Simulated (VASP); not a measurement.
Write the native input for VASP 6.6.1 that does the following.

| Item | Value |
| --- | --- |
| Task | single point |
| Functional | PBE |
| Potentials or basis | VASP PAW PBE potentials, release 64 (B, P) |
| Cutoff | 520 eV |
| k mesh | 6 × 6 × 6 |
| Occupations | gaussian, width 0.01 eV |
| Spin | no spin polarisation |
| Dipole correction | no |
| Further INCAR settings | ALGO = Normal; EDIFF = 1e-06; NBANDS = 11 |

The structure of BP lies in POSCAR:

```
BP
1.0
    0.0000000000      2.1775830566      2.3052611132
    2.1775830566      0.0000000000      2.3052611132
    2.1775830566      2.1775830566      0.0000000000
B P
1 1
Direct
    0.0000000000      0.0000000000      0.0000000000
    0.2500000000      0.2500000000      0.2500000000
```

This cell differs from its parent crystal: epitaxial xy strain -4.0%.

One way to write it, as run:

INCAR

```
ALGO = Normal
EDIFF = 1E-6
ENCUT = 520
GGA = PE
ISIF = 2
ISMEAR = 0
LASPH = True
LCHARG = False
LREAL = False
LWAVE = False
NBANDS = 11
NELM = 80
PREC = Accurate
SIGMA = 0.01
```

KPOINTS

```
k-points
0
Gamma
  6 6 6
```

Potentials or basis: VASP PAW PBE potentials, release 64 (B, P).

Run with:

```bash
$ cat potpaw_PBE.64/B/POTCAR potpaw_PBE.64/P/POTCAR > POTCAR
$ mpirun -np 1 vasp_std > vasp.out
```

Results of the run:

```json
{"Pressure": "13.4 GPa", "Band gap on the k mesh": "0.79 eV, indirect (least direct gap 3.21 eV)"}
```

Caveat: the cell differs from its parent crystal (epitaxial xy strain -4.0%).

It took 3.2 s on 1 thread of Intel(R) Xeon(R) 6975P-C (Granite Rapids), on a shared host, peak memory 0.13 GiB.
